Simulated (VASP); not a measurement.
Set up this calculation in VASP 6.6.1, as the native input.

```
Task                   : single point
Functional             : PBE
Potentials or basis    : VASP PAW PBE potentials, release 64 (Ag, Au)
Cutoff                 : 520 eV
k mesh                 : 4 × 4 × 4
Occupations            : gaussian, width 0.1 eV
Spin                   : no spin polarisation
Dipole correction      : no
Further INCAR settings : ALGO = Normal; EDIFF = 1e-06; NBANDS = 42
```

The structure of Ag2Au lies in POSCAR:

```
Ag2Au
1.0
    0.0000000000      3.8712077297      3.8712077297
    3.8712077297      0.0000000000      3.8712077297
    3.8712077297      3.8712077297      0.0000000000
Ag Au
4 2
Direct
    0.6250000000      0.6250000000      0.6250000000
    0.1250000000      0.6250000000      0.6250000000
    0.6250000000      0.6250000000      0.1250000000
    0.6250000000      0.1250000000      0.6250000000
    0.0000000000      0.0000000000      0.0000000000
    0.2500000000      0.2500000000      0.2500000000
```

One way to write it, as run:

INCAR

```
PREC = Accurate ; ENCUT = 520
EDIFF = 1E-6 ; ISMEAR = 0
SIGMA = 0.1 ; LREAL = False
LASPH = True ; NELM = 80
ALGO = Normal ; ISIF = 2
LWAVE = False ; LCHARG = False
GGA = PE ; NBANDS = 42
```

KPOINTS

```
regular mesh
0
Gamma
  4 4 4
```

Potentials or basis: VASP PAW PBE potentials, release 64 (Ag, Au).

Launch:

```sh
$ cat potpaw_PBE.64/Ag/POTCAR potpaw_PBE.64/Au/POTCAR > POTCAR
$ mpirun -np 1 vasp_std > vasp.out
```

Results of the run:

| Property | Result |
| --- | --- |
| Pressure | -2.1 GPa |
| Band gap on the k mesh | zero (band 33 reaches 9.32 eV, above the bottom of band 34 at 5.27 eV) |

Caveat: spin-orbit coupling is left out, which moves the levels of the heavy elements.

Wall time 34 s on 1 thread of Intel(R) Xeon(R) Platinum 8375C CPU @ 2.90GHz (Ice Lake), on a shared host, peak memory 0.26 GiB.
